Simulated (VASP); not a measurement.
# Ti3Al (P6/mmm) in VASP: relaxation of cell and atoms with r2SCAN

Aim: the relaxation of cell and atoms of Ti3Al with r2SCAN.

All numbers are computed with VASP 6.6.1; they aren't measurements. Logs are shortened: lines on timing, memory, paths and dates and some standing lists are left out, and cuts for length are marked.

### Step 1. The cell of the first run

It takes space group P6/mmm (No. 191, hexagonal). The conventional cell has a = 4.529 Å, b = 4.529 Å, c = 4.841 Å, α = 90.00°, β = 90.00°, γ = 120.00°. Ti (site symmetry 6/mmm) has 2 Al at 2.42 Å within 3.2 Å. Ti (site symmetry -6m2) has 3 Ti at 2.61 Å and 3 Al at 2.61 Å within 3.4 Å. Al (site symmetry 6/mmm) has 8 Ti at 2.42 to 2.61 Å within 3.2 Å.

### Step 2. Relaxation of cell and atoms, r2SCAN

File POSCAR:

```
Ti3Al
1.0
    4.5286922658      0.0000000000      0.0000000000
   -2.2643461329      3.9219625481      0.0000000000
    0.0000000000      0.0000000000      4.8410853104
Ti Al
3 1
Direct
    0.0000000000      0.0000000000      0.5000000000
    0.3333333333      0.6666666667      0.0000000000
    0.6666666667      0.3333333333      0.0000000000
    0.0000000000      0.0000000000      0.0000000000
```

File INCAR.step1:

```
SYSTEM = Ti3Al
  PREC = Accurate
  ENCUT = 550
  ISMEAR = 0
  SIGMA = 0.1
  LREAL = .FALSE.
  LASPH = .TRUE.
  NELM = 120
  GGA = PE
  ALGO = Normal
  EDIFF = 1E-5
  LWAVE = .TRUE.
  LCHARG = .FALSE.
  GGA_COMPAT = .FALSE.
  IBRION = 2
  ISIF = 3
  EDIFFG = -0.005
  NELMIN = 4
  NSW = 100
  KPAR = 4
```

File INCAR.step2:

```
SYSTEM = Ti3Al
  PREC = Accurate
  ENCUT = 550
  EDIFF = 1E-7
  ISMEAR = 0
  SIGMA = 0.1
  LREAL = .FALSE.
  LASPH = .TRUE.
  NELM = 120
  ALGO = Normal
  ISIF = 3
  LWAVE = .FALSE.
  LCHARG = .FALSE.
  METAGGA = R2SCAN
  LMIXTAU = .TRUE.
  IBRION = 2
  NSW = 100
  EDIFFG = -0.01
  ISTART = 1
  GGA_COMPAT = .FALSE.
  NELMIN = 4
  KPAR = 4
```

File KPOINTS:

```
Automatic mesh
0
G
  12 12 10
  0 0 0
```

Potentials or basis: VASP PAW PBE potentials, release 64 (Ti_sv, Al).

Started as:

```console
$ cat potpaw_PBE.64/Ti_sv/POTCAR potpaw_PBE.64/Al/POTCAR > POTCAR
$ cp INCAR.step1 INCAR
$ mpirun -np 4 vasp_std > vasp.out
$ cp INCAR.step2 INCAR
$ mpirun -np 4 vasp_std > vasp.out
```

OUTCAR:

```text
SYSTEM = Ti3Al
   PREC = Accurate
   ENCUT = 550
   EDIFF = 1E-7
   ISMEAR = 0
   LREAL = .FALSE.
   LASPH = .TRUE.
   NELM = 120
   ISIF = 3
   METAGGA = R2SCAN
   IBRION = 2
   NSW = 100
   EDIFFG = -0.01
   ISTART = 1
   NELMIN = 4

 ion  position               nearest neighbor table
   1  0.000  0.000  0.500-   4 2.42   4 2.42
   2  0.333  0.667  0.000-   3 2.61   3 2.61   4 2.61   4 2.61   4 2.61   3 2.61
   3  0.667  0.333  0.000-   2 2.61   2 2.61   4 2.61   4 2.61   4 2.61   2 2.61
   4  0.000  0.000  0.000-   1 2.42   1 2.42   3 2.61   2 2.61   2 2.61   3 2.61   3 2.61   2 2.61

  LATTYP: Found a hexagonal cell.
 ALAT       =     4.5286922658
 C/A-ratio  =     1.0689808506

  Lattice vectors:

 A1 = (   4.5286922658,   0.0000000000,   0.0000000000)
 A2 = (  -2.2643461329,   3.9219625481,   0.0000000000)
 A3 = (   0.0000000000,   0.0000000000,   4.8410853104)

Analysis of symmetry for initial positions (statically):
=====================================================================
 Subroutine PRICEL returns:
 Original cell was already a primitive cell.

 Routine SETGRP: Setting up the symmetry group for a
 hexagonal supercell.

 Subroutine GETGRP returns: Found 24 space group operations
 (whereof 24 operations were pure point group operations)
 out of a pool of 24 trial point group operations.

The static configuration has the point symmetry D_6h.

Analysis of symmetry for dynamics (positions and initial velocities):
=====================================================================
 Subroutine PRICEL returns:
 Original cell was already a primitive cell.

 Routine SETGRP: Setting up the symmetry group for a
 hexagonal supercell.

 Subroutine GETGRP returns: Found 24 space group operations
 (whereof 24 operations were pure point group operations)
 out of a pool of 24 trial point group operations.

The dynamic configuration has the point symmetry D_6h.

 Subroutine INISYM returns: Found 24 space group operations
 (whereof 24 operations are pure point group operations),
 and found     1 'primitive' translations

----------------------------------------------------------------------------------------

                                     Primitive cell

  volume of cell :      85.9843

  direct lattice vectors                    reciprocal lattice vectors
     4.528692266  0.000000000  0.000000000     0.220814297  0.127487194  0.000000000
    -2.264346133  3.921962548  0.000000000     0.000000000  0.254974388  0.000000000
     0.000000000  0.000000000  4.841085310     0.000000000  0.000000000  0.206565251

  length of vectors
     4.528692266  4.528692266  4.841085310     0.254974388  0.254974388  0.206565251

  position of ions in fractional coordinates (direct lattice)
     0.000000000  0.000000000  0.500000000
     0.333333333  0.666666667  0.000000000
     0.666666667  0.333333333  0.000000000
     0.000000000  0.000000000  0.000000000

  ion indices of the primitive-cell ions
   primitive index   ion index
                 1           1
                 2           2
                 3           3
                 4           4

----------------------------------------------------------------------------------------

 KPOINTS: Automatic mesh

Automatic generation of k-mesh.
 Grid dimensions read from file:
 generate k-points for:   12   12   10

 Generating k-lattice:

  Cartesian coordinates                     Fractional coordinates (reciprocal lattice)
     0.018401191  0.010623933  0.000000000     0.083333333  0.000000000  0.000000000
[... 63 lines left out ...]
   IBRION =      2    ionic relax: 0-MD 1-quasi-New 2-CG
   NFREE  =      1    steps in history (QN), initial steepest desc. (CG)
   ISIF   =      3    stress and relaxation
   ISYM   =      2    0-nonsym 1-usesym 2-fastsym
   POTIM  = 0.5000    time-step for ionic-motion
   TEBEG  =    0.0;   TEEND  =   0.0 temperature during run
   PSTRESS=    0.0 pullay stress
   NELECT =      39.0000    total number of electrons
   NUPDOWN=      -1.0000    fix difference up-down
   EMIN   =  10.00;   EMAX   =-10.00  energy-range for DOS
   EFERMI =   0.00;   METHOD = LEGACY
   ISMEAR =     0;   SIGMA  =   0.10  broadening in eV -4-tet -1-fermi 0-gaus
   EFERMI_NEDOS =   21; number of points for ismear=-14 and -15
   IALGO  =     38    algorithm
   IMIX   =      4    mixing-type and parameters
     AMIX     =   0.40;   BMIX     =  1.00
     AMIX_MAG =   1.60;   BMIX_MAG =  1.00
  volume/ion in A,a.u.               =      21.50       145.06
  Fermi-wavevector in a.u.,A,eV,Ry     =   1.257834  2.376962 21.526412  1.582147
  Thomas-Fermi vector in A             =   2.391474
   LORBIT       =      0    0 simple, 1 ext, 2 COOP (PROOUT), +10 PAW based schemes
   METAGGA = R2SCAN    functional components
   LHFCALC =     F    Hartree Fock is set to
   AEXX    =    0.0000 exact exchange contribution
   IVDW    =     0    specifies the selected vdW correction
   LEPSILON=     F    determine dielectric tensor
   LRPA    =     F    only Hartree local field effects (RPA)
 conjugate gradient relaxation of ions
 non-spin polarized calculation
 Gauss-broadening in eV      SIGMA  =   0.10
  energy-cutoff  :      550.00
  volume of cell :       85.98
 maximum number of plane-waves:      2545
 NGX is ok and might be reduce to    36
   NGX = 17   NGY = 17   NGZ = 19

--------------------------------------- Ionic step        1  -------------------------------------------

 number of electron      39.0000008 magnetization

 Free energy of the ion-electron system (eV)
  ---------------------------------------------------
  ext. energy  EPLUGINS =         0.00000000
  ---------------------------------------------------
  free energy    TOTEN  =       -42.44116240 eV

  energy without entropy =      -42.41584428  energy(sigma->0) =      -42.42850334

------------------------ aborting loop because EDIFF is reached ----------------------------------------

  FORCE on cell =-STRESS in cart. coord.  units (eV):
  Direction    XX          YY          ZZ          XY          YZ          ZX
  --------------------------------------------------------------------------------------
  -------------------------------------------------------------------------------------
  Total       -0.0089766     -0.0089766     -0.0661097      0.0000000      0.0000000      0.0000000
  in kB       -0.1672649     -0.1672649     -1.2318477      0.0000000      0.0000000      0.0000000
  external PRESSURE =      -0.5221258 kB  Pullay stress =       0.0000000 kB

 VOLUME and BASIS-vectors are now :
 -----------------------------------------------------------------------------
  energy-cutoff  :      550.00
  volume of cell :       85.98
      direct lattice vectors                 reciprocal lattice vectors
     4.528692266  0.000000000  0.000000000     0.220814297  0.127487194  0.000000000
    -2.264346133  3.921962548  0.000000000     0.000000000  0.254974388  0.000000000
     0.000000000  0.000000000  4.841085310     0.000000000  0.000000000  0.206565251

 POSITION                                       TOTAL-FORCE (eV/Angst)
 -----------------------------------------------------------------------------------
      0.00000      0.00000      2.42054         0.000000      0.000000      0.000000
     -0.00000      2.61464      0.00000        -0.000000      0.000000      0.000000
      2.26435      1.30732      0.00000         0.000000     -0.000000     -0.000000
      0.00000      0.00000      0.00000        -0.000000      0.000000      0.000000
 -----------------------------------------------------------------------------------
    total drift:                                0.000000      0.000000      0.000000

  FREE ENERGIE OF THE ION-ELECTRON SYSTEM (eV)
  ---------------------------------------------------
  free  energy   TOTEN  =       -42.4411623976 eV

  energy  without entropy=      -42.4158442846  energy(sigma->0) =      -42.42850334

--------------------------------------- Ionic step        2  -------------------------------------------

 number of electron      39.0000008 magnetization

 Free energy of the ion-electron system (eV)
  ---------------------------------------------------
  ext. energy  EPLUGINS =         0.00000000
  ---------------------------------------------------
  free energy    TOTEN  =       -42.44117941 eV

  energy without entropy =      -42.41588240  energy(sigma->0) =      -42.42853090

 E-fermi :   5.5489     XC(G=0): -10.6497

 val. band max:        5.5461621116   @ k =   0.4167   0.0000   0.3000
 cond. band min:       5.5495333499   @ k =   0.4167   0.0833   0.1000
 fundamental gap:      0.0033712383
 Fermi energy:         5.5488539970

 k-point     1 :       0.0000    0.0000    0.0000
  band No.  band energies     occupation
      1     -54.2379      2.00000
      2     -53.5705      2.00000
      3     -53.3659      2.00000
      4     -29.5160      2.00000
      5     -29.5160      2.00000
      6     -29.2615      2.00000
[... 613 lines left out ...]
     22       6.1522      0.00000
     23       6.6571      0.00000

 [... further k-points ...]

------------------------ aborting loop because EDIFF is reached ----------------------------------------

  FORCE on cell =-STRESS in cart. coord.  units (eV):
  Direction    XX          YY          ZZ          XY          YZ          ZX
  --------------------------------------------------------------------------------------
  -------------------------------------------------------------------------------------
  Total        0.0000537      0.0000537      0.0225537      0.0000000      0.0000000      0.0000000
  in kB        0.0010009      0.0010009      0.4206788      0.0000000      0.0000000      0.0000000
  external PRESSURE =       0.1408936 kB  Pullay stress =       0.0000000 kB

 VOLUME and BASIS-vectors are now :
 -----------------------------------------------------------------------------
  energy-cutoff  :      550.00
  volume of cell :       85.90
      direct lattice vectors                 reciprocal lattice vectors
     4.528201971  0.000000000  0.000000000     0.220838206  0.127500998 -0.000000000
    -2.264100986  3.921537940  0.000000000     0.000000000  0.255001995 -0.000000000
     0.000000000  0.000000000  4.837225381     0.000000000 -0.000000000  0.206730082

 POSITION                                       TOTAL-FORCE (eV/Angst)
 -----------------------------------------------------------------------------------
      0.00000      0.00000      2.41861        -0.000000     -0.000000      0.000000
     -0.00000      2.61436      0.00000         0.000000      0.000000     -0.000000
      2.26410      1.30718      4.83723        -0.000000     -0.000000      0.000000
      4.52820      0.00000      0.00000        -0.000000      0.000000      0.000000
 -----------------------------------------------------------------------------------
    total drift:                                0.000000      0.000000      0.000000

  FREE ENERGIE OF THE ION-ELECTRON SYSTEM (eV)
  ---------------------------------------------------
  free  energy   TOTEN  =       -42.4411794066 eV

  energy  without entropy=      -42.4158824023  energy(sigma->0) =      -42.42853090

 reached required accuracy - stopping structural energy minimisation
```

Run time: 5.8 min. Hardware: 4 MPI ranks of Intel Xeon 6975P-C (Granite Rapids), shared host; peak memory 0.38 GiB.

Results:

```yaml
Free_energy: -42.4412 eV
Relaxed_volume: 21.47 Å³/atom
Relaxed_cell: a = 4.528 Å, b = 4.528 Å, c = 4.837 Å, α = 90.00°, β = 90.00°, γ = 120.00°
Space_group_after_relaxing_to_0.1_Å: P6/mmm (No. 191)
Energy_gained_by_relaxing: 0.0 meV/atom
Ionic_steps: 2
Pressure_after_relaxing: 0.0 GPa
Band_gap_on_the_k_mesh: zero (an odd number of electrons rules out a gap without spin polarisation)
```

Final structure:
```
CELL_PARAMETERS angstrom
4.52820 0.00000 0.00000
-2.26410 3.92154 0.00000
0.00000 0.00000 4.83723
ATOMIC_POSITIONS crystal
Ti 0.00000 0.00000 0.50000
Ti 0.33333 0.66667 0.00000
Ti 0.66667 0.33333 0.00000
Al 0.00000 0.00000 0.00000
```

Caveat: the PAW data sets were made with another functional, which shifts forces and pressure a little.
